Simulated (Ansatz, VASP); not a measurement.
**Si2Ni: VASP beside Ansatz**

```
Si Ni
1.0
     0.00000    2.64171    2.68256
     2.64171    0.00000    2.68256
     2.64171    2.64171    0.00000
Si Ni
2 1
Cartesian
  1.3209 1.3209 1.3413
  3.9626 3.9626 4.0238
  0.0000 0.0000 0.0000
```

Change from the starting cell: strain -0.030 along x and y, -0.015 along z, atoms carried along.

Alike in both runs: task single point; functional PBE; k mesh 16 × 16 × 16; occupations gaussian, width 0.15 eV; no spin polarisation.

|  | VASP | Ansatz |
| --- | --- | --- |
| version | VASP 6.6.1 | Ansatz 0.2.0 |
| potentials or method | VASP PAW PBE potentials, release 64 (Si, Ni), cutoff 520 eV | scalar-relativistic, plane waves, PAW |
| valence electrons in the cell | 18 | 26 |

VASP gave:

| Property | Result |
| --- | --- |
| gap on the k mesh at the Fermi level (eV) | none |
| pressure (GPa) | 12.7 |
| traceless stress, the component that is largest in VASP (GPa) | -0.55 |

What did Ansatz give for the same quantities?

gap on the k mesh at the Fermi level (eV): none; pressure (GPa): 12.9; traceless stress, the component that is largest in VASP (GPa): -0.57.

A gap of «none» marks a metal or a gap that the smearing closes. With one functional, cell and mesh, what is left measures potentials, basis and numerics. VASP's potentials hold 18 valence electrons a cell and Ansatz's 26, so a difference there can come from the potentials and not from the codes.
